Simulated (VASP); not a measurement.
Here is a VASP 6.6.1 calculation.

Contents of INCAR:

```
  PREC = Accurate
  ENCUT = 500
  EDIFF = 1E-7
  ISMEAR = 0
  SIGMA = 0.02
  LREAL = F
  LASPH = T
  NELM = 120
  ALGO = Normal
  ISIF = 3
  LWAVE = F
  LCHARG = F
  GGA = PE
  IBRION = 2
  NSW = 50
  EDIFFG = -0.003
  GGA_COMPAT = F
  NELMIN = 4
```

KPOINTS

```
Automatic mesh
0
Gamma
  8 8 8
```

POSCAR

```
Si
1.0
    0.0000000000      2.7460484105      2.7460484105
    2.7460484105      0.0000000000      2.7460484105
    2.7460484105      2.7460484105      0.0000000000
Si
2
Direct
    0.7500000000      0.7500000000      0.7500000000
    0.5000000000      0.5000000000      0.5000000000
```

Potentials or basis: VASP PAW PBE potentials, release 64 (Si).

Launch:

```console
$ cat potpaw_PBE.64/Si/POTCAR > POTCAR
$ mpirun -np 1 vasp_std > vasp.out
```

(1) Estimate the relaxed volume.

(2) Estimate the band gap on the k mesh.

Results:

(1) 20.44 Å³/atom.

(2) 0.65 eV, indirect (least direct gap 2.56 eV).
